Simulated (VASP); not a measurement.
Ga3As2P, 12 atoms in the cell. The typed cell holds 12 atoms: a = 4.034 Å, b = 8.067 Å, c = 8.874 Å, α = 103.16°, β = 103.14°, γ = 89.99°. 

| Property | Result |
| --- | --- |
| Program | VASP 6.6.1 |
| Task | single point |
| Functional | PBE |
| Potentials or basis | VASP PAW PBE potentials, release 64 (Ga_d, P, As) |
| Cutoff | 520 eV |
| k mesh | 4 × 2 × 4 |
| Occupations | gaussian, width 0.1 eV |
| Spin | no spin polarisation |
| Dipole correction | no |
| Further INCAR settings | ALGO = Normal; EDIFF = 1e-07; NBANDS = 66 |

Potentials or basis: VASP PAW PBE potentials, release 64 (Ga_d, P, As).

Command:

```console
$ cat potpaw_PBE.64/Ga_d/POTCAR potpaw_PBE.64/P/POTCAR potpaw_PBE.64/As/POTCAR > POTCAR
$ mpirun -np 1 vasp_std > vasp.out
```

Hardware: 1 thread of Intel Xeon 8259CL (shared host).

Question: How long does it take, and how much memory?

Answer: Wall time 15 min on 1 thread of Intel Xeon 8259CL (shared host), peak memory 0.5 GiB. Counts: scf iterations 17, k points 20.
